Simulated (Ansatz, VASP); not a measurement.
**One calculation of Ta, two programs**

File POSCAR:

```
Ta
1.0
    2.6880463279      0.0000000000      0.0000000000
    0.0000000000      2.6880463279      0.0000000000
    0.0000000000      0.0000000000      2.6880463279
Ta
1
Direct
    0.0000000000      0.0000000000      0.0000000000
```

INCAR.step1

```
SYSTEM = Ta
PREC = Accurate
ENCUT = 520
ISMEAR = -1
SIGMA = 0.1
LREAL = .FALSE.
LASPH = .TRUE.
NELM = 60
NBANDS = 12
GGA = PE
ALGO = Normal
EDIFF = 1E-4
LWAVE = .TRUE.
LCHARG = .FALSE.
```

Contents of INCAR.step2:

```
SYSTEM = Ta
PREC = Accurate
ENCUT = 520
EDIFF = 1E-6
ISMEAR = -1
SIGMA = 0.1
LREAL = .FALSE.
LASPH = .TRUE.
NELM = 60
ALGO = Normal
ISIF = 2
LWAVE = .FALSE.
LCHARG = .TRUE.
METAGGA = R2SCAN
LMIXTAU = .TRUE.
LELF = .TRUE.
LVHAR = .TRUE.
NBANDS = 12
ISTART = 1
```

File KPOINTS:

```
regular mesh
0
G
  13 13 13
  0 0 0
```

Input for Ansatz:

```yaml
crystal:
  lattice:
    - [2.6880463279, 0.0, 0.0]
    - [0.0, 2.6880463279, 0.0]
    - [0.0, 0.0, 2.6880463279]
  atoms:
    - { symbol: Ta, position: [0.0, 0.0, 0.0] }
hamiltonian:
  xc: r2scan
  pseudopotentials:
    kind: paw
    azcp:
      Ta: "pseudopotentials/Ta.paw.azcp"
basis:
  ecutwfc: 500
  fft_grid_basis: typed
kpoints:
  mp_grid: { grid: [13, 13, 13], shift: [0, 0, 0] }
magnetization:
  spin_polarized: false
scf:
  occupations: { method: fermi_dirac, width: 0.1 }
  lower_state_search: "off"
output:
  stress: true
```

Alike in both runs: task single point; functional r2SCAN; k mesh 13 × 13 × 13; occupations fermi-dirac, width 0.1 eV; no spin polarisation.

|  | VASP | Ansatz |
| --- | --- | --- |
| version | VASP 6.6.1 | Ansatz 0.2.0 |
| potentials or method | VASP PAW PBE potentials, release 64 (Ta_pv), cutoff 520 eV | plane waves (500 eV) with PAW, scalar-relativistic |
| valence electrons in the cell | 11 | 13 |

Ansatz gave:

* pressure (GPa): 6.6

**Question.** Estimate VASP's values.

**Answer.** Pressure (GPa): 7.3.

VASP's potentials were made for PBE, not for r2SCAN. VASP's potentials hold 11 valence electrons a cell and Ansatz's 13, so a difference there can come from the potentials and not from the codes.

Spin-orbit coupling is off throughout.
